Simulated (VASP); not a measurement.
# LiCl (Fm-3m) in VASP: further runs

Runs on LiCl. Level: HSE06. Tasks: single point.

Program: VASP 6.6.1. These are calculated values, not measurements. Logs are shortened: lines on timing, memory, paths and dates and some standing lists are left out, and cuts for length are marked.

### Step 1. The cell of the first run

The structure is cubic, space group Fm-3m (No. 225). Conventional cell: a = 5.112 Å, b = 5.112 Å, c = 5.112 Å, α = 90.00°, β = 90.00°, γ = 90.00°. Within 3.4 Å of Li (site symmetry m-3m) lie 6 Cl at 2.56 Å. Within 3.4 Å of Cl (site symmetry m-3m) lie 6 Li at 2.56 Å.

### Step 2. Single point, HSE06

Contents of POSCAR:

```
LiCl
1.0
    0.0000000000      2.5560369947      2.5560369947
    2.5560369947      0.0000000000      2.5560369947
    2.5560369947      2.5560369947      0.0000000000
Li Cl
1 1
Direct
    0.0000000000      0.0000000000      0.0000000000
    0.5000000000      0.5000000000      0.5000000000
```

Contents of INCAR.step1:

```
SYSTEM = LiCl
PREC = Accurate
ENCUT = 520
EDIFF = 1E-5
ISMEAR = 0
SIGMA = 0.01
LREAL = .False.
LASPH = .True.
NELM = 100
ALGO = Normal
ISIF = 2
LWAVE = .True.
LCHARG = .False.
GGA = PE
NBANDS = 12
```

Contents of INCAR.step2:

```
SYSTEM = LiCl
PREC = Accurate
ENCUT = 520
EDIFF = 1E-6
ISMEAR = 0
SIGMA = 0.01
LREAL = .False.
LASPH = .True.
NELM = 100
ALGO = Normal
ISIF = 2
LWAVE = .False.
LCHARG = .False.
GGA = PE
LHFCALC = .True.
HFSCREEN = 0.2079
PRECFOCK = Normal
ISTART = 1
NBANDS = 12
```

Contents of KPOINTS:

```
Automatic mesh
0
Gamma
  6 6 6
  0 0 0
```

Potentials or basis: VASP PAW PBE potentials, release 64 (Li_sv, Cl).

Command:

```bash
$ cat potpaw_PBE.64/Li_sv/POTCAR potpaw_PBE.64/Cl/POTCAR > POTCAR
$ cp INCAR.step1 INCAR
$ mpirun -np 1 vasp_std > vasp.out
$ cp INCAR.step2 INCAR
$ mpirun -np 1 vasp_std > vasp.out
```

OUTCAR:

```text
SYSTEM = LiCl
   PREC = Accurate
   ENCUT = 520
   EDIFF = 1E-6
   ISMEAR = 0
   LREAL = .False.
   LASPH = .True.
   NELM = 100
   ISIF = 2
   GGA = PE
   LHFCALC = .True.
   HFSCREEN = 0.2079
   PRECFOCK = Normal
   ISTART = 1

 ion  position               nearest neighbor table
   1  0.000  0.000  0.000-   2 2.56   2 2.56   2 2.56   2 2.56   2 2.56   2 2.56
   2  0.500  0.500  0.500-   1 2.56   1 2.56   1 2.56   1 2.56   1 2.56   1 2.56

  LATTYP: Found a face centered cubic cell.
 ALAT       =     5.1120739894

  Lattice vectors:

 A1 = (   0.0000000000,   2.5560369947,   2.5560369947)
 A2 = (   2.5560369947,   0.0000000000,   2.5560369947)
 A3 = (   2.5560369947,   2.5560369947,   0.0000000000)

Analysis of symmetry for initial positions (statically):
=====================================================================
 Subroutine PRICEL returns:
 Original cell was already a primitive cell.

 Routine SETGRP: Setting up the symmetry group for a
 face centered cubic supercell.

 Subroutine GETGRP returns: Found 48 space group operations
 (whereof 48 operations were pure point group operations)
 out of a pool of 48 trial point group operations.

The static configuration has the point symmetry O_h .

Analysis of symmetry for dynamics (positions and initial velocities):
=====================================================================
 Subroutine PRICEL returns:
 Original cell was already a primitive cell.

 Routine SETGRP: Setting up the symmetry group for a
 face centered cubic supercell.

 Subroutine GETGRP returns: Found 48 space group operations
 (whereof 48 operations were pure point group operations)
 out of a pool of 48 trial point group operations.

The dynamic configuration has the point symmetry O_h .

 Subroutine INISYM returns: Found 48 space group operations
 (whereof 48 operations are pure point group operations),
 and found     1 'primitive' translations

----------------------------------------------------------------------------------------

                                     Primitive cell

  volume of cell :      33.3988

  direct lattice vectors                    reciprocal lattice vectors
     0.000000000  2.556036995  2.556036995    -0.195615322  0.195615322  0.195615322
     2.556036995  0.000000000  2.556036995     0.195615322 -0.195615322  0.195615322
     2.556036995  2.556036995  0.000000000     0.195615322  0.195615322 -0.195615322

  length of vectors
     3.614782184  3.614782184  3.614782184     0.338815677  0.338815677  0.338815677

  position of ions in fractional coordinates (direct lattice)
     0.000000000  0.000000000  0.000000000
     0.500000000  0.500000000  0.500000000

  ion indices of the primitive-cell ions
   primitive index   ion index
                 1           1
                 2           2

----------------------------------------------------------------------------------------

 KPOINTS: Automatic mesh

Automatic generation of k-mesh.
 Grid dimensions read from file:
 generate k-points for:    6    6    6

 Generating k-lattice:

  Cartesian coordinates                     Fractional coordinates (reciprocal lattice)
    -0.032602554  0.032602554  0.032602554     0.166666667  0.000000000  0.000000000
     0.032602554 -0.032602554  0.032602554     0.000000000  0.166666667  0.000000000
     0.032602554  0.032602554 -0.032602554     0.000000000  0.000000000  0.166666667

  Length of vectors
     0.056469279  0.056469279  0.056469279

  Shift w.r.t. Gamma in fractional coordinates (k-lattice)
     0.000000000  0.000000000  0.000000000

 Subroutine IBZKPT returns following result:
 ===========================================

 Found     16 irreducible k-points:

 Following reciprocal coordinates:
            Coordinates               Weight
  0.000000  0.000000  0.000000      1.000000
  0.166667  0.000000  0.000000      8.000000
  0.333333  0.000000  0.000000      8.000000
  0.500000  0.000000  0.000000      4.000000
  0.166667  0.166667  0.000000      6.000000
  0.333333  0.166667  0.000000     24.000000
[... 8 lines left out ...]
 -0.333333  0.333333  0.166667     24.000000
 -0.333333  0.500000  0.166667     12.000000
   k-points           NKPTS =     16   k-points in BZ     NKDIM =    216   number of bands    NBANDS=     12
   number of dos      NEDOS =    301   number of ions     NIONS =      2
   total plane-waves  NPLWV =  21952
   dimension x,y,z NGX =    28 NGY =   28 NGZ =   28
   dimension x,y,z NGXF=    56 NGYF=   56 NGZF=   56
   ions per type =               1   1
   NGX,Y,Z   is equivalent  to a cutoff of  12.88, 12.88, 12.88 a.u.
   NGXF,Y,Z  is equivalent  to a cutoff of  25.75, 25.75, 25.75 a.u.
 SYSTEM =  LiCl
   PREC   = accura    normal or accurate (medium, high low for compatibility)
   ISTART =      1    job   : 0-new  1-cont  2-samecut
   ICHARG =      0    charge: 1-file 2-atom 10-const
   ISPIN  =      1    spin polarized calculation?
   LNONCOLLINEAR =      F non collinear calculations
   LSORBIT =      F    spin-orbit coupling
   LASPH  =      T    aspherical Exc in radial PAW
   ENCUT  =  520.0 eV  38.22 Ry    6.18 a.u.   6.72  6.72  6.72*2*pi/ulx,y,z
   NELM   =    100;   NELMIN=  2; NELMDL=  0     # of ELM steps
   EDIFF  = 0.1E-05   stopping-criterion for ELM
   LREAL  =      F    real-space projection
   EDIFFG = 0.1E-04   stopping-criterion for IOM
   NSW    =      0    number of steps for IOM
   IBRION =     -1    ionic relax: 0-MD 1-quasi-New 2-CG
   NFREE  =      0    steps in history (QN), initial steepest desc. (CG)
   ISIF   =      2    stress and relaxation
   ISYM   =      3    0-nonsym 1-usesym 2-fastsym
   POTIM  = 0.5000    time-step for ionic-motion
   TEBEG  =    0.0;   TEEND  =   0.0 temperature during run
   PSTRESS=    0.0 pullay stress
   NELECT =      10.0000    total number of electrons
   NUPDOWN=      -1.0000    fix difference up-down
   EMIN   =  10.00;   EMAX   =-10.00  energy-range for DOS
   EFERMI =   0.00;   METHOD = LEGACY
   ISMEAR =     0;   SIGMA  =   0.01  broadening in eV -4-tet -1-fermi 0-gaus
   EFERMI_NEDOS =   21; number of points for ismear=-14 and -15
   IALGO  =     38    algorithm
   IMIX   =      1    mixing-type and parameters
     AMIX     =   0.40;   BMIX     =  1.00
     AMIX_MAG =   1.60;   BMIX_MAG =  1.00
  volume/ion in A,a.u.               =      16.70       112.69
  Fermi-wavevector in a.u.,A,eV,Ry     =   1.095211  2.069648 16.320006  1.199487
  Thomas-Fermi vector in A             =   2.231530
   LORBIT       =      0    0 simple, 1 ext, 2 COOP (PROOUT), +10 PAW based schemes
   GGA     = PE    functional components
   LHFCALC =     T    Hartree Fock is set to
   PRECFOCK=normal    Normal, Fast or Accurate (Low or Medium for compatibility)
   ENCUT4O =  -1.0   cutoff for four orbital integrals eV
   NKREDX  =     1    reduce k-point grid by
   NKREDY  =     1    reduce k-point grid by
   NKREDZ  =     1    reduce k-point grid by
   AEXX    =    0.2500 exact exchange contribution
   HFSCREEN=    0.2079 screening length (either q_TF or 0.3 A-1)
   HFSCREENC=   0.2079 screening length for correlation (either q_TF or 0.3 A-1)
   ENCUTFOCK=  -1.0 apply spherical cutoff to Coloumb kernel
   IVDW    =     0    specifies the selected vdW correction
   LEPSILON=     F    determine dielectric tensor
   LRPA    =     F    only Hartree local field effects (RPA)
 non-spin polarized calculation
 Gauss-broadening in eV      SIGMA  =   0.01
  energy-cutoff  :      520.00
  volume of cell :       33.40
 maximum number of plane-waves:       934
  NGX = 24; NGY = 24; NGZ = 24

 number of electron      10.0000003 magnetization

 Free energy of the ion-electron system (eV)
  ---------------------------------------------------
  ext. energy  EPLUGINS =         0.00000000
  ---------------------------------------------------
  free energy    TOTEN  =        -8.45942713 eV

  energy without entropy =       -8.45942713  energy(sigma->0) =       -8.45942713

 E-fermi :  -0.1768     XC(G=0):  -7.2962

 val. band max:       -0.3043483068   @ k =   0.0000   0.0000   0.0000
 cond. band min:       7.4894420628   @ k =   0.0000   0.0000   0.0000
 fundamental gap:      7.7937903697
 Fermi energy:        -0.1768434068

 k-point     1 :       0.0000    0.0000    0.0000
  band No.  band energies     occupation
      1     -46.5605      2.00000
      2     -15.0065      2.00000
      3      -0.3043      2.00000
      4      -0.3043      2.00000
      5      -0.3043      2.00000
      6       7.4894      0.00000
      7      13.1694      0.00000
      8      13.1694      0.00000
      9      13.1694      0.00000
     10      15.9831      0.00000
     11      15.9832      0.00000
     12      15.9881      0.00000

 k-point     2 :       0.1667    0.0000    0.0000
  band No.  band energies     occupation
      1     -46.5598      2.00000
      2     -14.8605      2.00000
      3      -1.2311      2.00000
      4      -0.3818      2.00000
      5      -0.3818      2.00000
      6       8.1966      0.00000
      7      12.1302      0.00000
      8      12.7777      0.00000
      9      12.7777      0.00000
     10      14.5272      0.00000
     11      14.5272      0.00000
     12      16.6066      0.00000

 k-point     3 :       0.3333    0.0000    0.0000
  band No.  band energies     occupation
      1     -46.5582      2.00000
      2     -14.5423      2.00000
      3      -2.7345      2.00000
      4      -0.5255      2.00000
      5      -0.5255      2.00000
      6       8.1685      0.00000
      7      11.2651      0.00000
      8      11.2652      0.00000
      9      13.1154      0.00000
     10      16.5171      0.00000
     11      16.5171      0.00000
     12      17.4159      0.00000
[... 166 lines left out ...]
 k-point    15 :      -0.3333    0.3333    0.1667
  band No.  band energies     occupation
      1     -46.5565      2.00000
      2     -14.1725      2.00000
      3      -2.8910      2.00000
      4      -2.1868      2.00000
      5      -1.1637      2.00000
      6      10.0970      0.00000
      7      10.5567      0.00000
      8      12.2593      0.00000
      9      12.4809      0.00000
     10      16.6466      0.00000
     11      17.5576      0.00000
     12      20.1139      0.00000

 k-point    16 :      -0.3333    0.5000    0.1667
  band No.  band energies     occupation
      1     -46.5561      2.00000
      2     -14.1014      2.00000
      3      -3.0628      2.00000
      4      -2.1067      2.00000
      5      -1.4769      2.00000
      6       9.9302      0.00000
      7      10.5242      0.00000
      8      12.6923      0.00000
      9      12.7944      0.00000
     10      16.4483      0.00000
     11      18.7886      0.00000
     12      20.3657      0.00000

------------------------ aborting loop because EDIFF is reached ----------------------------------------

  FORCE on cell =-STRESS in cart. coord.  units (eV):
  Direction    XX          YY          ZZ          XY          YZ          ZX
  --------------------------------------------------------------------------------------
  -------------------------------------------------------------------------------------
  Total       -0.0048051     -0.0048051     -0.0048051      0.0000000      0.0000000     -0.0000000
  in kB       -0.2305055     -0.2305055     -0.2305055      0.0000000      0.0000000     -0.0000000
  external PRESSURE =      -0.2305055 kB  Pullay stress =       0.0000000 kB

 VOLUME and BASIS-vectors are now :
 -----------------------------------------------------------------------------
  energy-cutoff  :      520.00
  volume of cell :       33.40
      direct lattice vectors                 reciprocal lattice vectors
     0.000000000  2.556036995  2.556036995    -0.195615322  0.195615322  0.195615322
     2.556036995  0.000000000  2.556036995     0.195615322 -0.195615322  0.195615322
     2.556036995  2.556036995  0.000000000     0.195615322  0.195615322 -0.195615322

 POSITION                                       TOTAL-FORCE (eV/Angst)
 -----------------------------------------------------------------------------------
      0.00000      0.00000      0.00000         0.000000      0.000000      0.000000
      2.55604      2.55604      2.55604        -0.000000     -0.000000     -0.000000
 -----------------------------------------------------------------------------------
    total drift:                               -0.000001     -0.000000     -0.000001

  FREE ENERGIE OF THE ION-ELECTRON SYSTEM (eV)
  ---------------------------------------------------
  free  energy   TOTEN  =        -8.4594271311 eV

  energy  without entropy=       -8.4594271311  energy(sigma->0) =       -8.45942713
```

Run time: 7.6 min. Hardware: 1 thread of Intel Xeon Platinum 8375C at 2.90GHz (Ice Lake), shared host; peak memory 0.27 GiB.

What came out:

* Free energy: -8.4594 eV
* Band gap on the k mesh: 7.79 eV

Caveat: the cutoff is under 1.25 times the usual one of these potentials, so pressure, stress and relaxed cells hold a basis-set (Pulay) error; the PAW data sets were made with another functional, which shifts forces and pressure a little. A k mesh can miss the band edges.

### Step 3. Single point, HSE06 (strain +3.0%)

Contents of POSCAR:

```
LiCl
1.0
    0.0000000000      2.6327181046      2.6327181046
    2.6327181046      0.0000000000      2.6327181046
    2.6327181046      2.6327181046      0.0000000000
Li Cl
1 1
Direct
    0.0000000000      0.0000000000      0.0000000000
    0.5000000000      0.5000000000      0.5000000000
```

Contents of INCAR.step1:

```
PREC = Accurate ; ENCUT = 520
EDIFF = 1E-5 ; ISMEAR = 0
SIGMA = 0.01 ; LREAL = False
LASPH = True ; NELM = 60
ALGO = Normal ; ISIF = 2
LWAVE = True ; LCHARG = False
NBANDS = 12 ; GGA = PE
```

Contents of INCAR.step2:

```
PREC = Accurate ; ENCUT = 520
EDIFF = 1E-6 ; ISMEAR = 0
SIGMA = 0.01 ; LREAL = False
LASPH = True ; NELM = 60
ALGO = Normal ; ISIF = 2
LWAVE = False ; LCHARG = False
GGA = PE ; LHFCALC = True
HFSCREEN = 0.2079 ; PRECFOCK = Normal
NBANDS = 12 ; ISTART = 1
```

Contents of KPOINTS:

```
Automatic mesh
0
Gamma
  6 6 6
```

Potentials or basis: VASP PAW PBE potentials, release 64 (Li_sv, Cl).

Command:

```bash
$ cat potpaw_PBE.64/Li_sv/POTCAR potpaw_PBE.64/Cl/POTCAR > POTCAR
$ cp INCAR.step1 INCAR
$ mpirun -np 1 vasp_std > vasp.out
$ cp INCAR.step2 INCAR
$ mpirun -np 1 vasp_std > vasp.out
```

Run time: 8.7 min. Hardware: 1 thread of Intel Xeon Platinum 8375C at 2.90GHz (Ice Lake), shared host; peak memory 0.26 GiB.

It converged, with:

```
Free energy            : -8.4347 eV
Band gap on the k mesh : 7.28 eV
```

Levels at points of the mesh, in eV from the valence-band top:
```
           k point  band 2  band 3  band 4  band 5  band 6  band 7  band 8  band 9
(0.00, 0.00, 0.00)  -14.38    0.00    0.00    0.00    7.28   13.37   13.37   13.37
(0.50, 0.00, 0.00)  -13.87   -2.71   -0.25   -0.25    8.03   10.93   10.93   13.88
(0.50, 0.50, 0.00)  -13.65   -2.74   -1.04   -1.04    9.11    9.71   13.45   15.23
```

Caveat: the cell differs from its parent crystal (strain +3.0%); the cutoff is under 1.25 times the usual one of these potentials, so pressure, stress and relaxed cells hold a basis-set (Pulay) error; the PAW data sets were made with another functional, which shifts forces and pressure a little.
